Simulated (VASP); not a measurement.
# Sn (P-1) in VASP: single point with PBEsol

Aim: the single point of Sn with PBEsol.

Program: VASP 6.6.1. These are calculated values, not measurements. Logs are shortened: lines on timing, memory, paths and dates and some standing lists are left out, and cuts for length are marked.

## Step 1: The cell of the first run

The typed cell holds 2 atoms: a = 3.217 Å, b = 3.217 Å, c = 5.293 Å, α = 85.24°, β = 94.76°, γ = 105.39°.

## Step 2: Single point, PBEsol

Input file INCAR:

```
PREC = Accurate ; ENCUT = 520
EDIFF = 1E-7 ; ISMEAR = 0
SIGMA = 0.15 ; LREAL = F
LASPH = T ; NELM = 60
ALGO = Fast ; ISIF = 2
LWAVE = F ; LCHARG = F
GGA = PS ; NBANDS = 21
```

Input file KPOINTS:

```
regular mesh
0
Gamma
  12 12 6
```

Input file POSCAR:

```
Sn
1.0
   -1.9028913526      1.7105851126      1.9494845352
    1.9028255850     -1.7106121659      1.9494458210
    3.9298831727      3.5453635135     -0.0000928209
Sn
2
Direct
   -0.0000610852      0.0002872544     -0.0000079422
    0.5000610852      0.4997127456      0.5000079422
```

Potentials or basis: VASP PAW PBE potentials, release 64 (Sn_d).

The run is started by

```console
$ cat potpaw_PBE.64/Sn_d/POTCAR > POTCAR
$ mpirun -np 1 vasp_std > vasp.out
```

OUTCAR:

```text
PREC = Accurate
   ENCUT = 520
   EDIFF = 1E-7
   ISMEAR = 0
   LREAL = F
   LASPH = T
   NELM = 60
   ISIF = 2
   GGA = PS

 ion  position               nearest neighbor table
   1  1.000  0.000  1.000-   2 3.29   2 3.29   2 3.29   2 3.29   2 3.48   2 3.49
   2  0.500  0.500  0.500-   1 3.29   1 3.29   1 3.29   1 3.29   1 3.48   1 3.49

  LATTYP: Found a base centered monoclinic cell.
 ALAT       =    17.7151733673
 B/A-ratio  =     0.2200898787
 C/A-ratio  =     0.3933163440
 COS(beta)  =    -0.9758961375

  Lattice vectors:

 A1 = (   1.7786593499,  -8.6771729579,   1.9494999277)
 A2 = (   1.7787251175,  -8.6771459046,  -1.9494304285)
 A3 = (   0.1241662351,   6.9665607920,  -0.0000541067)

Analysis of symmetry for initial positions (statically):
=====================================================================
 Subroutine PRICEL returns:
 Original cell was already a primitive cell.

 Routine SETGRP: Setting up the symmetry group for a
 base centered monoclinic supercell.

 Subroutine GETGRP returns: Found  2 space group operations
 (whereof  1 operations were pure point group operations)
 out of a pool of  4 trial point group operations.

The static configuration has the point symmetry C_1 .
 The point group associated with its full space group is S_2 .

Analysis of symmetry for dynamics (positions and initial velocities):
=====================================================================
 Subroutine PRICEL returns:
 Original cell was already a primitive cell.

 Routine SETGRP: Setting up the symmetry group for a
 base centered monoclinic supercell.

 Subroutine GETGRP returns: Found  2 space group operations
 (whereof  1 operations were pure point group operations)
 out of a pool of  4 trial point group operations.

The dynamic configuration has the point symmetry C_1 .
 The point group associated with its full space group is S_2 .

 Subroutine INISYM returns: Found  2 space group operations
 (whereof  1 operations are pure point group operations),
 and found     1 'primitive' translations

----------------------------------------------------------------------------------------

                                     Primitive cell

  volume of cell :      52.5138

  direct lattice vectors                    reciprocal lattice vectors
    -1.902891353  1.710585113  1.949484535    -0.131609821  0.145890548  0.256479393
     1.902825585 -1.710612166  1.949445821     0.131618482 -0.145886719  0.256481809
     3.929883173  3.545363513 -0.000092821     0.127004741  0.141279224  0.000003123

  length of vectors
     3.216766526  3.216718545  5.292786053     0.323089579  0.323093295  0.189973744

  position of ions in fractional coordinates (direct lattice)
     0.999938915  0.000287254  0.999992058
     0.500061085  0.499712746  0.500007942

  ion indices of the primitive-cell ions
   primitive index   ion index
                 1           1
                 2           2

----------------------------------------------------------------------------------------

 KPOINTS: regular mesh

Automatic generation of k-mesh.
 Grid dimensions read from file:
 generate k-points for:   12   12    6

 Generating k-lattice:

  Cartesian coordinates                     Fractional coordinates (reciprocal lattice)
    -0.010967485  0.012157546  0.021373283     0.083333333  0.000000000 -0.000000000
     0.010968207 -0.012157227  0.021373484    -0.000000000  0.083333333  0.000000000
     0.021167457  0.023546537  0.000000520     0.000000000 -0.000000000  0.166666667

  Length of vectors
     0.026924132  0.026924441  0.031662291

  Shift w.r.t. Gamma in fractional coordinates (k-lattice)
     0.000000000  0.000000000  0.000000000

 -----------------------------------------------------------------------------
|                                                                             |
|           W    W    AA    RRRRR   N    N  II  N    N   GGGG   !!!           |
|           W    W   A  A   R    R  NN   N  II  NN   N  G    G  !!!           |
|           W    W  A    A  R    R  N N  N  II  N N  N  G       !!!           |
|           W WW W  AAAAAA  RRRRR   N  N N  II  N  N N  G  GGG   !            |
|           WW  WW  A    A  R   R   N   NN  II  N   NN  G    G                |
|           W    W  A    A  R    R  N    N  II  N    N   GGGG   !!!           |
|                                                                             |
|     Your reciprocal lattice and k-lattice belong to different lattice       |
|     classes:                                                                |
|                                                                             |
|        The reciprocal lattice is base-centered monoclinic,                  |
|        whereas your k-lattice is triclinic.                                 |
|                                                                             |
|     Results are often still useful ...                                      |
|                                                                             |
 -----------------------------------------------------------------------------

 Subroutine IBZKPT returns following result:
 ===========================================

 Found    436 irreducible k-points:

 Following reciprocal coordinates:
            Coordinates               Weight
  0.000000  0.000000  0.000000      1.000000
  0.083333  0.000000 -0.000000      2.000000
  0.000000  0.083333  0.000000      2.000000
  0.166667  0.000000  0.000000      2.000000
  0.000000  0.166667  0.000000      2.000000
  0.250000  0.000000 -0.000000      2.000000
[... 16 lines left out ...]
  0.500000  0.083333 -0.000000      2.000000
  0.083333  0.500000 -0.000000      2.000000
 [... further k-points ...]
   k-points           NKPTS =    436   k-points in BZ     NKDIM =    436   number of bands    NBANDS=     21
   number of dos      NEDOS =    301   number of ions     NIONS =      2
   total plane-waves  NPLWV =  23040
   dimension x,y,z NGX =    24 NGY =   24 NGZ =   40
   dimension x,y,z NGXF=    48 NGYF=   48 NGZF=   80
   ions per type =               2
   NGX,Y,Z   is equivalent  to a cutoff of  12.40, 12.40, 12.56 a.u.
   NGXF,Y,Z  is equivalent  to a cutoff of  24.81, 24.81, 25.13 a.u.
 SYSTEM =  unknown system
   PREC   = accura    normal or accurate (medium, high low for compatibility)
   ISTART =      0    job   : 0-new  1-cont  2-samecut
   ICHARG =      2    charge: 1-file 2-atom 10-const
   ISPIN  =      1    spin polarized calculation?
   LNONCOLLINEAR =      F non collinear calculations
   LSORBIT =      F    spin-orbit coupling
   LASPH  =      T    aspherical Exc in radial PAW
   ENCUT  =  520.0 eV  38.22 Ry    6.18 a.u.   5.98  5.98  9.84*2*pi/ulx,y,z
   NELM   =     60;   NELMIN=  2; NELMDL= -5     # of ELM steps
   EDIFF  = 0.1E-06   stopping-criterion for ELM
   LREAL  =      F    real-space projection
   EDIFFG = 0.1E-05   stopping-criterion for IOM
   NSW    =      0    number of steps for IOM
   IBRION =     -1    ionic relax: 0-MD 1-quasi-New 2-CG
   NFREE  =      0    steps in history (QN), initial steepest desc. (CG)
   ISIF   =      2    stress and relaxation
   ISYM   =      2    0-nonsym 1-usesym 2-fastsym
   POTIM  = 0.5000    time-step for ionic-motion
   TEBEG  =    0.0;   TEEND  =   0.0 temperature during run
   PSTRESS=    0.0 pullay stress
   NELECT =      28.0000    total number of electrons
   NUPDOWN=      -1.0000    fix difference up-down
   EMIN   =  10.00;   EMAX   =-10.00  energy-range for DOS
   EFERMI =   0.00;   METHOD = LEGACY
   ISMEAR =     0;   SIGMA  =   0.15  broadening in eV -4-tet -1-fermi 0-gaus
   EFERMI_NEDOS =   21; number of points for ismear=-14 and -15
   IALGO  =     68    algorithm
   IMIX   =      4    mixing-type and parameters
     AMIX     =   0.40;   BMIX     =  1.00
     AMIX_MAG =   1.60;   BMIX_MAG =  1.00
  volume/ion in A,a.u.               =      26.26       177.19
  Fermi-wavevector in a.u.,A,eV,Ry     =   1.327505  2.508621 23.977146  1.762271
  Thomas-Fermi vector in A             =   2.456813
   LORBIT       =      0    0 simple, 1 ext, 2 COOP (PROOUT), +10 PAW based schemes
   GGA     = PS    functional components
   LHFCALC =     F    Hartree Fock is set to
   AEXX    =    0.0000 exact exchange contribution
   IVDW    =     0    specifies the selected vdW correction
   LEPSILON=     F    determine dielectric tensor
   LRPA    =     F    only Hartree local field effects (RPA)
 non-spin polarized calculation
 RMM-DIIS sequential band-by-band and
 Gauss-broadening in eV      SIGMA  =   0.15
  energy-cutoff  :      520.00
  volume of cell :       52.51
 maximum number of plane-waves:      1441
   NGX = 11   NGY = 11   NGZ = 19

 number of electron      27.9999983 magnetization

 Free energy of the ion-electron system (eV)
  ---------------------------------------------------
  ext. energy  EPLUGINS =         0.00000000
  ---------------------------------------------------
  free energy    TOTEN  =        -8.49639337 eV

  energy without entropy =       -8.48701131  energy(sigma->0) =       -8.49170234

 E-fermi :   8.3559     XC(G=0): -10.6654

 val. band max:        8.3544151710   @ k =   0.3333  -0.4167  -0.3333
 cond. band min:       8.3817684859   @ k =  -0.2500   0.1667  -0.0000
 fundamental gap:      0.0273533150
 Fermi energy:         8.3558765079

 k-point     1 :       0.0000    0.0000    0.0000
  band No.  band energies     occupation
      1     -13.1881      2.00000
      2     -13.1420      2.00000
      3     -13.1033      2.00000
      4     -13.0896      2.00000
      5     -13.0844      2.00000
      6     -12.9948      2.00000
[... 13 lines left out ...]
     20      17.2330      0.00000
     21      19.9354      0.00000

 k-point     2 :       0.0833    0.0000   -0.0000
  band No.  band energies     occupation
      1     -13.1789      2.00000
      2     -13.1351      2.00000
      3     -13.0971      2.00000
      4     -13.0862      2.00000
      5     -13.0807      2.00000
      6     -12.9963      2.00000
[... 13 lines left out ...]
     20      17.7657      0.00000
     21      19.5273      0.00000

 k-point     3 :       0.0000    0.0833    0.0000
  band No.  band energies     occupation
      1     -13.1789      2.00000
      2     -13.1351      2.00000
      3     -13.0971      2.00000
      4     -13.0861      2.00000
      5     -13.0807      2.00000
      6     -12.9963      2.00000
[... 13 lines left out ...]
     20      17.7661      0.00000
     21      19.5271      0.00000

 k-point     4 :       0.1667    0.0000    0.0000
  band No.  band energies     occupation
      1     -13.1590      2.00000
      2     -13.1251      2.00000
      3     -13.0833      2.00000
      4     -13.0757      2.00000
      5     -13.0556      2.00000
      6     -12.9996      2.00000
[... 13 lines left out ...]
     20      18.9009      0.00000
     21      19.5507      0.00000

 k-point     5 :       0.0000    0.1667    0.0000
  band No.  band energies     occupation
      1     -13.1590      2.00000
      2     -13.1251      2.00000
      3     -13.0833      2.00000
      4     -13.0757      2.00000
      5     -13.0556      2.00000
      6     -12.9996      2.00000
[... 13 lines left out ...]
     20      18.9007      0.00000
     21      19.5507      0.00000
[... 382 lines left out ...]
     20      19.3794      0.00000
     21      20.8884      0.00000

 k-point    22 :       0.0833    0.4167    0.0000
  band No.  band energies     occupation
      1     -13.1241      2.00000
      2     -13.1064      2.00000
      3     -13.0640      2.00000
      4     -13.0483      2.00000
      5     -12.9981      2.00000
      6     -12.9811      2.00000
[... 13 lines left out ...]
     20      19.3794      0.00000
     21      20.8876      0.00000

 k-point    23 :       0.5000    0.0833   -0.0000
  band No.  band energies     occupation
      1     -13.1240      2.00000
      2     -13.1082      2.00000
      3     -13.0737      2.00000
      4     -13.0575      2.00000
      5     -13.0071      2.00000
      6     -12.9729      2.00000
[... 13 lines left out ...]
     20      19.7157      0.00000
     21      20.0712      0.00000

 k-point    24 :       0.0833    0.5000   -0.0000
  band No.  band energies     occupation
      1     -13.1240      2.00000
      2     -13.1082      2.00000
      3     -13.0737      2.00000
      4     -13.0575      2.00000
      5     -13.0071      2.00000
      6     -12.9729      2.00000
[... 13 lines left out ...]
     20      19.7175      0.00000
     21      20.0717      0.00000

 [... further k-points ...]

------------------------ aborting loop because EDIFF is reached ----------------------------------------

  FORCE on cell =-STRESS in cart. coord.  units (eV):
  Direction    XX          YY          ZZ          XY          YZ          ZX
  --------------------------------------------------------------------------------------
  -------------------------------------------------------------------------------------
  Total       -0.0282701     -0.0149496      0.0105580      0.0018956      0.0001367      0.0003998
  in kB       -0.8625117     -0.4561079      0.3221197      0.0578354      0.0041721      0.0121967
  external PRESSURE =      -0.3321666 kB  Pullay stress =       0.0000000 kB

 VOLUME and BASIS-vectors are now :
 -----------------------------------------------------------------------------
  energy-cutoff  :      520.00
  volume of cell :       52.51
      direct lattice vectors                 reciprocal lattice vectors
    -1.902891353  1.710585113  1.949484535    -0.131609821  0.145890548  0.256479393
     1.902825585 -1.710612166  1.949445821     0.131618482 -0.145886719  0.256481809
     3.929883173  3.545363513 -0.000092821     0.127004741  0.141279224  0.000003123

 POSITION                                       TOTAL-FORCE (eV/Angst)
 -----------------------------------------------------------------------------------
      2.02762      5.25532      1.94983         0.000069      0.000037     -0.000208
      1.96428      1.77329      1.94898        -0.000069     -0.000037      0.000208
 -----------------------------------------------------------------------------------
    total drift:                                0.000000      0.000000     -0.000000

  FREE ENERGIE OF THE ION-ELECTRON SYSTEM (eV)
  ---------------------------------------------------
  free  energy   TOTEN  =        -8.4963933671 eV

  energy  without entropy=       -8.4870113108  energy(sigma->0) =       -8.49170234
```

Run time: 3.2 min. Hardware: 1 thread of AMD EPYC 9R45 (Zen 5), shared host; peak memory 0.42 GiB.

Results:

```yaml
Free_energy: -8.4964 eV
Pressure: 0.0 GPa
Band_gap_on_the_k_mesh: zero (bands 14 and 15 overlap by 6.18 eV)
```

Caveat: the PAW data sets were made with another functional, which shifts forces and pressure a little; spin-orbit coupling is left out, which moves the levels of the heavy elements.

The gap in the log of VASP goes by the Fermi energy; the results here count the filled bands.